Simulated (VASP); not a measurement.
Input of a VASP 6.6.1 run:

File INCAR:

```
SYSTEM = Se
  PREC = Accurate
  ENCUT = 520
  EDIFF = 1E-6
  ISMEAR = -1
  SIGMA = 0.01
  LREAL = .False.
  LASPH = .True.
  NELM = 150
  ALGO = Normal
  ISIF = 2
  LWAVE = .False.
  LCHARG = .True.
  ISPIN = 2
  MAGMOM = 0.334 0.333 0.333
  LORBIT = 11
  NUPDOWN = 1.0
  GGA = PS
  IVDW = 12
  LELF = .True.
  LVHAR = .True.
  NBANDS = 20
```

The input KPOINTS:

```
Automatic mesh
0
Gamma
  7 7 6
  0 0 0
```

The input POSCAR:

```
Se
1.0
    4.4518335053      0.0000000000      0.0000000000
   -2.2259167526      3.8554009090      0.0000000000
    0.0000000000      0.0000000000      5.0507540772
Se
3
Direct
    0.7746000000      0.7746000000      0.0000000000
    0.0000000000      0.2254000000      0.6666666667
    0.2254000000      0.0000000000      0.3333333333
```

Potentials or basis: VASP PAW PBE potentials, release 64 (Se).

Launch:

```console
$ cat potpaw_PBE.64/Se/POTCAR > POTCAR
$ mpirun -np 1 vasp_std > vasp.out
```

Estimate the largest force.

0.007 eV/Å.

Estimate the pressure.

-2.5 GPa.

Predict the dispersion energy per atom.

-0.261 eV.

Stress tensor (GPa, compression positive):
```
-3.74  0.00  0.00
 0.00 -3.74  0.00
 0.00  0.00 -0.05
```

Caveat: the PAW data sets were made with another functional, which shifts forces and pressure a little; the total moment is fixed, so each spin has its own Fermi level.
